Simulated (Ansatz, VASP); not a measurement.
# Te: VASP beside Ansatz

INCAR

```
SYSTEM = Te
ALGO = Normal ; EDIFF = 1E-7
ENCUT = 520 ; GGA = PE
ISIF = 2 ; ISMEAR = -1
LASPH = .True. ; LCHARG = .False.
LREAL = .False. ; LWAVE = .False.
NBANDS = 9 ; NELM = 60
PREC = Accurate ; SIGMA = 0.08
```

KPOINTS

```
k-points
0
Gamma
  12 12 12
  0 0 0
```

Contents of POSCAR:

```
Te
1.0
    3.0216412188      0.0000000000      0.0000000000
    0.0000000000      3.0216412188      0.0000000000
    0.0000000000      0.0000000000      3.0216412188
Te
1
Direct
    0.0000000000      0.0000000000      0.0000000000
```

Input for Ansatz:

```yaml
crystal:
  lattice:
    - [3.0216412188, 0.0, 0.0]
    - [0.0, 3.0216412188, 0.0]
    - [0.0, 0.0, 3.0216412188]
  atoms:
    - { symbol: Te, position: [0.0, 0.0, 0.0] }
kpoints:
  mp_grid: { grid: [12, 12, 12] }
scf:
  occupations: { method: fermi_dirac, width: 0.08 }
hamiltonian:
  xc: pbe
  pseudopotentials: { kind: all_electron, lapw: { basis_error: 0.001 } }
output:
  forces: true
  stress: true
  eigenvalues: true
  populations: true
```

Change from the starting cell: volume scaled by 0.84, LAPW.

Alike in both runs: task single point; functional PBE; k mesh 12 × 12 × 12; occupations fermi-dirac, width 0.08 eV; no spin polarisation.

|  | VASP | Ansatz |
| --- | --- | --- |
| version | VASP 6.6.1 | Ansatz 0.2.0 |
| potentials or method | VASP PAW PBE potentials, release 64 (Te), cutoff 520 eV | all-electron LAPW, scalar-relativistic |

```csv
,VASP,Ansatz,Ansatz less VASP
pressure (GPa),13.3,13.3,0.00
```

Ansatz ran all-electron here, and VASP with PAW potentials.

Neither program's run includes spin-orbit coupling.
